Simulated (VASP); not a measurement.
Write the native input for VASP 6.6.1 that does the following.

| Property | Result |
| --- | --- |
| Task | single point |
| Functional | r2SCAN |
| Potentials or basis | VASP PAW PBE potentials, release 64 (Al, N) |
| Cutoff | 520 eV |
| k mesh | 7 × 5 × 2 |
| Occupations | gaussian, width 0.05 eV |
| Spin | no spin polarisation |
| Dipole correction | no |
| Further INCAR settings | LREAL = Auto; ALGO = Normal; EDIFF = 1e-07; NBANDS = 46 |

The system is AlN.

```
Al N
1.0
     1.55333   -2.69045    0.00000
     0.00000    0.00000   -4.97840
     9.96727    4.25979    2.07450
Al N
8 8
Cartesian
  8.5433 3.1389 -4.9700
  0.7767 0.4484 -4.9700
  3.8833 0.4484 -4.9700
  5.4367 3.1389 -4.9700
  8.5433 4.9325 -2.4808
  2.3300 -0.4484 -2.4808
  3.8833 2.2420 -2.4808
  6.9900 2.2420 -2.4808
  8.5433 3.1389 -3.0701
  0.7767 0.4484 -3.0701
  3.8833 0.4484 -3.0701
  5.4367 3.1389 -3.0701
  8.5433 4.9325 -0.5809
  2.3300 -0.4484 -0.5809
  3.8833 2.2420 -0.5809
  6.9900 2.2420 -0.5809
```

The input as run:

POSCAR

```
AlN
1.0
    1.5533326688     -2.6904511034      0.0000000000
    0.0000000000      0.0000000000     -4.9784048385
    9.9672697357      4.2597912319      2.0745012962
Al N
8 8
Direct
    0.1527500000      1.3455570977      0.8333333333
   -0.0347250000      1.0330320977      0.0833333333
    0.3611000000      1.1372070977      0.3333333333
   -0.2430750000      1.2413820977      0.5833333333
   -0.3819750000      0.8802820977      0.9166666667
    0.4305500000      0.5677570977      0.1666666667
   -0.1736250000      0.6719320977      0.4166666667
    0.2222000000      0.7761070977      0.6666666667
    0.1527500000      0.9639429023      0.8333333333
   -0.0347250000      0.6514179023      0.0833333333
    0.3611000000      0.7555929023      0.3333333333
   -0.2430750000      0.8597679023      0.5833333333
   -0.3819750000      0.4986679023      0.9166666667
    0.4305500000      0.1861429023      0.1666666667
   -0.1736250000      0.2903179023      0.4166666667
    0.2222000000      0.3944929023      0.6666666667
```

INCAR.step1

```
SYSTEM = AlN
ALGO = Normal
EDIFF = 1E-4
ENCUT = 520
GGA = PE
ISMEAR = 0
LASPH = .TRUE.
LCHARG = .FALSE.
LREAL = Auto
LWAVE = .TRUE.
NBANDS = 46
NELM = 100
PREC = Accurate
SIGMA = 0.05
```

INCAR.step2

```
SYSTEM = AlN
ALGO = Normal
EDIFF = 1E-7
ENCUT = 520
ISIF = 2
ISMEAR = 0
ISTART = 1
LASPH = .TRUE.
LCHARG = .FALSE.
LMIXTAU = .TRUE.
LREAL = Auto
LWAVE = .FALSE.
METAGGA = R2SCAN
NBANDS = 46
NELM = 100
PREC = Accurate
SIGMA = 0.05
```

KPOINTS

```
k-points
0
G
  7 5 2
  0 0 0
```

Potentials or basis: VASP PAW PBE potentials, release 64 (Al, N).

Command:

```console
$ cat potpaw_PBE.64/Al/POTCAR potpaw_PBE.64/N/POTCAR > POTCAR
$ cp INCAR.step1 INCAR
$ mpirun -np 1 vasp_std > vasp.out
$ cp INCAR.step2 INCAR
$ mpirun -np 1 vasp_std > vasp.out
```

Results of the run:

The pressure is 4.4 GPa and the largest force is 5.158 eV/Å. The band gap on the k mesh is zero (bands 32 and 33 overlap by 0.04 eV).

Caveat: the cell stands under pressure; semilocal functionals underestimate gaps, so a narrow gap can read as zero; the PAW data sets were made with another functional, which shifts forces and pressure a little.

It took 13 min on 1 thread of Intel(R) Xeon(R) 6975P-C (Granite Rapids), on a shared host, peak memory 0.37 GiB.
